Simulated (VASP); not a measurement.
# GeSe5 in VASP: a series of runs

The runs below take GeSe5 through single point, with PBE.

All numbers are computed with VASP 6.6.1; they aren't measurements. Logs are shortened: lines on timing, memory, paths and dates and some standing lists are left out, and cuts for length are marked.

## (1) The cell of the first run

Symmetry: R3m, No. 160, trigonal system. The conventional cell has a = 7.211 Å, b = 7.211 Å, c = 10.413 Å, α = 90.00°, β = 90.00°, γ = 120.00°. Ge (site symmetry 3m) has 8 Se at 2.70 to 3.32 Å within 3.6 Å. Within 3.4 Å of Se (site symmetry m) lie 2 Se at 2.60 to 2.61 Å and 2 Ge at 2.70 to 2.72 Å. Within 3.4 Å of Se (site symmetry 3m) lie 3 Se at 2.60 Å and 1 Ge at 3.32 Å. Within 3.4 Å of Se (site symmetry 3m) lie 3 Se at 2.61 Å and 1 Ge at 3.28 Å.

## (2) Single point, PBE

INCAR reads:

```
SYSTEM = GeSe5
PREC = Accurate ; ENCUT = 520
EDIFF = 1E-7 ; ISMEAR = 0
SIGMA = 0.2 ; LREAL = .False.
LASPH = .True. ; NELM = 80
ALGO = Normal ; ISIF = 2
LWAVE = .False. ; LCHARG = .False.
GGA = PE ; NBANDS = 31
```

KPOINTS reads:

```
Automatic mesh
0
Gamma
  3 3 3
  0 0 0
```

POSCAR reads:

```
GeSe5
1.0
    3.6055033761      2.0816383448      3.4708762632
   -3.6055033761      2.0816383448      3.4708762632
    0.0000000000     -4.1632766895      3.4708762632
Ge Se
1 5
Direct
    0.5524470370      0.5524470370      0.5524470370
    0.5499093778      0.0507704730      0.5499093778
    0.5499093778      0.5499093778      0.0507704730
    0.0507704730      0.5499093778      0.5499093778
    0.2338271766      0.2338271766      0.2338271766
    0.8673202777      0.8673202777      0.8673202777
```

Potentials or basis: VASP PAW PBE potentials, release 64 (Ge_d, Se).

Started as:

```console
$ cat potpaw_PBE.64/Ge_d/POTCAR potpaw_PBE.64/Se/POTCAR > POTCAR
$ mpirun -np 1 vasp_std > vasp.out
```

OUTCAR:

```text
SYSTEM = GeSe5
   PREC = Accurate
   ENCUT = 520
   EDIFF = 1E-7
   ISMEAR = 0
   LREAL = .False.
   LASPH = .True.
   NELM = 80
   ISIF = 2
   GGA = PE

 ion  position               nearest neighbor table
   1  0.552  0.552  0.552-   3 2.70   2 2.70   4 2.70   3 2.72   2 2.72   4 2.72
   2  0.550  0.051  0.550-   5 2.60   6 2.61   1 2.70   1 2.72
   3  0.550  0.550  0.051-   5 2.60   6 2.61   1 2.70   1 2.72
   4  0.051  0.550  0.550-   5 2.60   6 2.61   1 2.70   1 2.72
   5  0.234  0.234  0.234-   2 2.60   4 2.60   3 2.60
   6  0.867  0.867  0.867-   2 2.61   4 2.61   3 2.61

  LATTYP: Found a trigonal (rhomboedric) cell.
 ALAT       =     5.4203187017
 COS(alpha) =     0.1150633881

  Lattice vectors:

 A1 = (   3.6055033761,   2.0816383448,   3.4708762632)
 A2 = (  -3.6055033761,   2.0816383448,   3.4708762632)
 A3 = (   0.0000000000,  -4.1632766895,   3.4708762632)

Analysis of symmetry for initial positions (statically):
=====================================================================
 Subroutine PRICEL returns:
 Original cell was already a primitive cell.

 Routine SETGRP: Setting up the symmetry group for a
 trigonal (rhombohedral) supercell.

 Subroutine GETGRP returns: Found  6 space group operations
 (whereof  6 operations were pure point group operations)
 out of a pool of 12 trial point group operations.

The static configuration has the point symmetry C_3v.

Analysis of symmetry for dynamics (positions and initial velocities):
=====================================================================
 Subroutine PRICEL returns:
 Original cell was already a primitive cell.

 Routine SETGRP: Setting up the symmetry group for a
 trigonal (rhombohedral) supercell.

 Subroutine GETGRP returns: Found  6 space group operations
 (whereof  6 operations were pure point group operations)
 out of a pool of 12 trial point group operations.

The dynamic configuration has the point symmetry C_3v.

 Subroutine INISYM returns: Found  6 space group operations
 (whereof  6 operations are pure point group operations),
 and found     1 'primitive' translations

----------------------------------------------------------------------------------------

                                     Primitive cell

  volume of cell :     156.3009

  direct lattice vectors                    reciprocal lattice vectors
     3.605503376  2.081638345  3.470876263     0.138676891  0.080065141  0.096037228
    -3.605503376  2.081638345  3.470876263    -0.138676891  0.080065141  0.096037228
     0.000000000 -4.163276689  3.470876263     0.000000000 -0.160130281  0.096037228

  length of vectors
     5.420318702  5.420318702  5.420318702     0.186721332  0.186721332  0.186721332

  position of ions in fractional coordinates (direct lattice)
     0.552447037  0.552447037  0.552447037
     0.549909378  0.050770473  0.549909378
     0.549909378  0.549909378  0.050770473
     0.050770473  0.549909378  0.549909378
     0.233827177  0.233827177  0.233827177
     0.867320278  0.867320278  0.867320278

  ion indices of the primitive-cell ions
   primitive index   ion index
                 1           1
                 2           2
                 3           3
                 4           4
                 5           5
                 6           6

----------------------------------------------------------------------------------------

 KPOINTS: Automatic mesh

Automatic generation of k-mesh.
 Grid dimensions read from file:
 generate k-points for:    3    3    3

 Generating k-lattice:

  Cartesian coordinates                     Fractional coordinates (reciprocal lattice)
     0.046225630  0.026688380  0.032012409     0.333333333  0.000000000  0.000000000
    -0.046225630  0.026688380  0.032012409     0.000000000  0.333333333  0.000000000
     0.000000000 -0.053376760  0.032012409     0.000000000  0.000000000  0.333333333

  Length of vectors
     0.062240444  0.062240444  0.062240444

  Shift w.r.t. Gamma in fractional coordinates (k-lattice)
     0.000000000  0.000000000  0.000000000

 Subroutine IBZKPT returns following result:
 ===========================================

 Found      6 irreducible k-points:

 Following reciprocal coordinates:
            Coordinates               Weight
  0.000000  0.000000  0.000000      1.000000
  0.333333  0.000000  0.000000      6.000000
  0.333333  0.333333  0.000000      6.000000
 -0.333333  0.333333  0.000000      6.000000
  0.333333  0.333333  0.333333      2.000000
 -0.333333  0.333333  0.333333      6.000000
   k-points           NKPTS =      6   k-points in BZ     NKDIM =      6   number of bands    NBANDS=     31
   number of dos      NEDOS =    301   number of ions     NIONS =      6
   total plane-waves  NPLWV =  64000
   dimension x,y,z NGX =    40 NGY =   40 NGZ =   40
   dimension x,y,z NGXF=    80 NGYF=   80 NGZF=   80
   ions per type =               1   5
   NGX,Y,Z   is equivalent  to a cutoff of  12.27, 12.27, 12.27 a.u.
   NGXF,Y,Z  is equivalent  to a cutoff of  24.54, 24.54, 24.54 a.u.
 SYSTEM =  GeSe5
   PREC   = accura    normal or accurate (medium, high low for compatibility)
   ISTART =      0    job   : 0-new  1-cont  2-samecut
   ICHARG =      2    charge: 1-file 2-atom 10-const
   ISPIN  =      1    spin polarized calculation?
   LNONCOLLINEAR =      F non collinear calculations
   LSORBIT =      F    spin-orbit coupling
   LASPH  =      T    aspherical Exc in radial PAW
   ENCUT  =  520.0 eV  38.22 Ry    6.18 a.u.  10.08 10.08 10.08*2*pi/ulx,y,z
   NELM   =     80;   NELMIN=  2; NELMDL= -5     # of ELM steps
   EDIFF  = 0.1E-06   stopping-criterion for ELM
   LREAL  =      F    real-space projection
   EDIFFG = 0.1E-05   stopping-criterion for IOM
   NSW    =      0    number of steps for IOM
   IBRION =     -1    ionic relax: 0-MD 1-quasi-New 2-CG
   NFREE  =      0    steps in history (QN), initial steepest desc. (CG)
   ISIF   =      2    stress and relaxation
   ISYM   =      2    0-nonsym 1-usesym 2-fastsym
   POTIM  = 0.5000    time-step for ionic-motion
   TEBEG  =    0.0;   TEEND  =   0.0 temperature during run
   PSTRESS=    0.0 pullay stress
   NELECT =      44.0000    total number of electrons
   NUPDOWN=      -1.0000    fix difference up-down
   EMIN   =  10.00;   EMAX   =-10.00  energy-range for DOS
   EFERMI =   0.00;   METHOD = LEGACY
   ISMEAR =     0;   SIGMA  =   0.20  broadening in eV -4-tet -1-fermi 0-gaus
   EFERMI_NEDOS =   21; number of points for ismear=-14 and -15
   IALGO  =     38    algorithm
   IMIX   =      4    mixing-type and parameters
     AMIX     =   0.40;   BMIX     =  1.00
     AMIX_MAG =   1.60;   BMIX_MAG =  1.00
  volume/ion in A,a.u.               =      26.05       175.80
  Fermi-wavevector in a.u.,A,eV,Ry     =   1.072931  2.027546 15.662773  1.151181
  Thomas-Fermi vector in A             =   2.208716
   LORBIT       =      0    0 simple, 1 ext, 2 COOP (PROOUT), +10 PAW based schemes
   GGA     = PE    functional components
   LHFCALC =     F    Hartree Fock is set to
   AEXX    =    0.0000 exact exchange contribution
   IVDW    =     0    specifies the selected vdW correction
   LEPSILON=     F    determine dielectric tensor
   LRPA    =     F    only Hartree local field effects (RPA)
 non-spin polarized calculation
 Gauss-broadening in eV      SIGMA  =   0.20
  energy-cutoff  :      520.00
  volume of cell :      156.30
 maximum number of plane-waves:      4249
   NGX = 21   NGY = 21   NGZ = 21

 number of electron      43.9999996 magnetization

 Free energy of the ion-electron system (eV)
  ---------------------------------------------------
  ext. energy  EPLUGINS =         0.00000000
  ---------------------------------------------------
  free energy    TOTEN  =       -21.37551994 eV

  energy without entropy =      -21.28021191  energy(sigma->0) =      -21.32786592

 E-fermi :   2.6700     XC(G=0):  -9.1285

 val. band max:        2.6254196707   @ k =  -0.3333   0.3333   0.3333
 cond. band min:       2.6865515703   @ k =   0.3333   0.3333   0.3333
 fundamental gap:      0.0611318995
 Fermi energy:         2.6699845989

 k-point     1 :       0.0000    0.0000    0.0000
  band No.  band energies     occupation
      1     -21.9497      2.00000
      2     -21.9497      2.00000
      3     -21.9430      2.00000
      4     -21.9234      2.00000
      5     -21.9234      2.00000
      6     -12.2660      2.00000
[... 23 lines left out ...]
     30       9.4603      0.00000
     31       9.5157      0.00000

 k-point     2 :       0.3333    0.0000    0.0000
  band No.  band energies     occupation
      1     -21.9497      2.00000
      2     -21.9489      2.00000
      3     -21.9430      2.00000
      4     -21.9235      2.00000
      5     -21.9234      2.00000
      6     -11.9510      2.00000
[... 23 lines left out ...]
     30       9.1344      0.00000
     31      10.0246      0.00000

 k-point     3 :       0.3333    0.3333    0.0000
  band No.  band energies     occupation
      1     -21.9493      2.00000
      2     -21.9485      2.00000
      3     -21.9431      2.00000
      4     -21.9235      2.00000
      5     -21.9234      2.00000
      6     -11.7956      2.00000
[... 23 lines left out ...]
     30       9.2189      0.00000
     31       9.8667      0.00000

 k-point     4 :      -0.3333    0.3333    0.0000
  band No.  band energies     occupation
      1     -21.9493      2.00000
      2     -21.9485      2.00000
      3     -21.9431      2.00000
      4     -21.9235      2.00000
      5     -21.9234      2.00000
      6     -11.5478      2.00000
[... 23 lines left out ...]
     30       9.1814      0.00000
     31      10.3060      0.00000

 k-point     5 :       0.3333    0.3333    0.3333
  band No.  band energies     occupation
      1     -21.9485      2.00000
      2     -21.9485      2.00000
      3     -21.9432      2.00000
      4     -21.9235      2.00000
      5     -21.9235      2.00000
      6     -11.8217      2.00000
[... 23 lines left out ...]
     30       9.6378      0.00000
     31       9.6378      0.00000

 k-point     6 :      -0.3333    0.3333    0.3333
  band No.  band energies     occupation
      1     -21.9485      2.00000
      2     -21.9485      2.00000
      3     -21.9432      2.00000
      4     -21.9235      2.00000
      5     -21.9235      2.00000
      6     -11.5544      2.00000
[... 23 lines left out ...]
     30       9.6483      0.00000
     31       9.9360      0.00000

------------------------ aborting loop because EDIFF is reached ----------------------------------------

  FORCE on cell =-STRESS in cart. coord.  units (eV):
  Direction    XX          YY          ZZ          XY          YZ          ZX
  --------------------------------------------------------------------------------------
  -------------------------------------------------------------------------------------
  Total        0.0722763      0.0722763     -0.0263065      0.0000000     -0.0000000      0.0000000
  in kB        0.7408749      0.7408749     -0.2696575      0.0000000     -0.0000000      0.0000000
  external PRESSURE =       0.4040308 kB  Pullay stress =       0.0000000 kB

 VOLUME and BASIS-vectors are now :
 -----------------------------------------------------------------------------
  energy-cutoff  :      520.00
  volume of cell :      156.30
      direct lattice vectors                 reciprocal lattice vectors
     3.605503376  2.081638345  3.470876263     0.138676891  0.080065141  0.096037228
    -3.605503376  2.081638345  3.470876263    -0.138676891  0.080065141  0.096037228
     0.000000000 -4.163276689  3.470876263     0.000000000 -0.160130281  0.096037228

 POSITION                                       TOTAL-FORCE (eV/Angst)
 -----------------------------------------------------------------------------------
      0.00000      0.00000      5.75243        -0.000000     -0.000000     -0.026320
      1.79965     -1.03903      3.99355         0.006407     -0.003699      0.023544
      0.00000      2.07805      3.99355        -0.000000      0.007398      0.023544
     -1.79965     -1.03903      3.99355        -0.006407     -0.003699      0.023544
      0.00000      0.00000      2.43476        -0.000000     -0.000000     -0.015412
      0.00000      0.00000      9.03108        -0.000000     -0.000000     -0.028901
 -----------------------------------------------------------------------------------
    total drift:                               -0.000000     -0.000002      0.002404

  FREE ENERGIE OF THE ION-ELECTRON SYSTEM (eV)
  ---------------------------------------------------
  free  energy   TOTEN  =       -21.3755199352 eV

  energy  without entropy=      -21.2802119089  energy(sigma->0) =      -21.32786592
```

Wall time 14 s (1 thread of Intel Xeon 6975P-C (Granite Rapids), shared host); peak memory 0.24 GiB.

What came out:

* Free energy: -21.3755 eV
* Pressure: 0.0 GPa
* Largest force: 0.029 eV/Å

Forces in eV/Å, atoms in the order of the input:
```
Ge   0.000  0.000 -0.026
Se   0.006 -0.004  0.024
Se   0.000  0.007  0.024
Se  -0.006 -0.004  0.024
Se   0.000  0.000 -0.015
Se   0.000  0.000 -0.029
```

Stress tensor (GPa, compression positive):
```
 0.07  0.00  0.00
 0.00  0.07  0.00
 0.00  0.00 -0.03
```

Caveat: the k points lie up to 0.39 Å⁻¹ apart; this odd mesh misses L, where the gap lies, so gap, dielectric constants and Born charges aren't listed.

[end of part 1 of 2]
